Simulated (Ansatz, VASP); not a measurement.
# Two plane-wave programs on PbS

```xyz
2
Lattice="0.0000 2.9224 2.9584 2.9224 0.0000 2.9584 2.9224 2.9224 0.0000" Properties=species:S:1:pos:R:3 pbc="T T T"
Pb    0.0000    0.0000    0.0000
S     2.9224    2.9224    2.9584
```

Change from the starting cell: strained cell.

Alike in both runs: task relaxation of the atoms; functional PBEsol; k mesh 10 × 10 × 10; occupations gaussian, width 0.01 eV; no spin polarisation.

|  | VASP | Ansatz |
| --- | --- | --- |
| version | VASP 6.6.1 | Ansatz 0.2.0 |
| potentials or method | VASP PAW PBE potentials, release 64 (Pb_d, S), cutoff 450 eV | scalar-relativistic, plane waves, PAW |
| valence electrons in the cell | 20 | 20 |

|  | VASP | Ansatz | Ansatz less VASP |
| --- | --- | --- | --- |
| gap on the k mesh at the Fermi level, each at its own relaxed structure (eV) | 0.13 | 0.13 | +0.002 |

VASP's potentials were made for PBE, not for PBEsol, and Ansatz warns of the same on its side. Ansatz's warnings: stress scf threshold loose.

Spin-orbit coupling is off throughout. Noted on VASP's run: the relaxation stopped at its first step, so nothing moved.
